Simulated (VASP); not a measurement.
Si: single point with PBE

The system is Si.

```
Si
1.0
     0.02715    2.72905    2.72905
     2.72905    0.02715    2.72905
     2.72905    2.72905    0.02715
Si
2
Direct
  0.50000 0.50000 0.50000
  0.75000 0.75000 0.75000
```

This cell differs from its parent crystal: equal xy, yz and zx shear strains of +1 %.

| Item | Value |
| --- | --- |
| Program | VASP 6.6.1 |
| Task | single point |
| Functional | PBE |
| Potentials or basis | VASP PAW PBE potentials, release 64 (Si) |
| Cutoff | 520 eV |
| k mesh | 11 × 11 × 11 |
| Occupations | fermi-dirac, width 0.08 eV |
| Spin | no spin polarisation |

```
Pressure               : 2.0 GPa
Largest force          : 0.164 eV/Å
Band gap on the k mesh : 0.58 eV, indirect (least direct gap 2.37 eV)
```

Forces on the atoms (eV/Å):
```
Si   0.095  0.095  0.095
Si  -0.095 -0.095 -0.095
```

Stress tensor (GPa, compression positive):
```
 1.96 -1.03 -1.03
-1.03  1.96 -1.03
-1.03 -1.03  1.96
```

Levels at points of the mesh, in eV from the valence-band top:
```
           k point  band 1  band 2  band 3  band 4  band 5  band 6  band 7  band 8  band 9
(0.00, 0.00, 0.00)  -11.97   -0.04    0.00    0.00    2.37    2.63    2.63    3.39    7.71
```

Run time: 65 s on 1 thread of Intel Xeon 6975P-C (shared host), peak memory 0.19 GiB.

Caveat: the cell differs from its parent crystal (equal xy, yz and zx shear strains of +1 %). A k mesh can miss the band edges.
